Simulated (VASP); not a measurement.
**Mo3HS6: single point with PBEsol**

Mo3HS6, a slab with vacuum:

```
S Mo H
1.0
     3.12041    0.00000    0.00000
    -1.56020    6.15233    0.00000
     0.00000    0.00000   25.65978
S Mo H
6 3 1
Direct
  0.89272 0.78544 0.33126
  0.17159 0.34318 0.38244
  0.42488 0.84975 0.43544
  0.70473 0.40947 0.48620
  0.96287 0.92574 0.54113
  0.17302 0.34604 0.61720
  0.53216 0.06431 0.35685
  0.06342 0.12684 0.45604
  0.60286 0.20572 0.55886
  0.83969 0.67937 0.51997
```

| Quantity | Value |
| --- | --- |
| Program | VASP 6.6.1 |
| Task | single point |
| Functional | PBEsol |
| Potentials or basis | VASP PAW PBE potentials, release 64 (S, Mo_sv, H) |
| Cutoff | 520 eV |
| k mesh | 10 × 5 × 1 |
| Occupations | gaussian, width 0.1 eV |
| Spin | no spin polarisation |
| Dipole correction | yes |
| Further INCAR settings | ALGO = Normal; EDIFF = 1e-06; NBANDS = 50; ISYM = 0 |

```
Largest force          : 3.979 eV/Å
Band gap on the k mesh : zero (an odd number of electrons rules out a gap without spin polarisation)
```

Forces in eV/Å, atoms in the order of the input:
```
S    0.000  1.626 -0.570
S    0.001  0.829 -1.461
S    0.000  0.350 -1.310
S   -0.002  1.019  0.127
S   -0.001 -0.596 -0.141
S   -0.001  0.010 -0.091
Mo  -0.001 -2.852  2.775
Mo   0.002 -0.073  0.517
Mo   0.002 -0.681  0.155
H    0.001  0.368 -0.002
```

Levels at points of the mesh, in eV from the Fermi level:
| k point | band 37 | band 38 | band 39 | band 40 | band 41 | band 42 | band 43 | band 44 |
| --- | --- | --- | --- | --- | --- | --- | --- | --- |
| (0.00, 0.00, 0.00) | -1.19 | -1.06 | -0.96 | -0.52 | 0.10 | 0.77 | 0.99 | 1.29 |
| (0.50, 0.00, 0.00) | -1.55 | -0.74 | -0.01 | 0.29 | 0.47 | 1.21 | 1.22 | 1.66 |

Wall time 12 min on 1 thread of Intel(R) Xeon(R) 6975P-C (Granite Rapids), on a shared host, peak memory 0.79 GiB.

Caveat: the PAW data sets were made with another functional, which shifts forces and pressure a little.
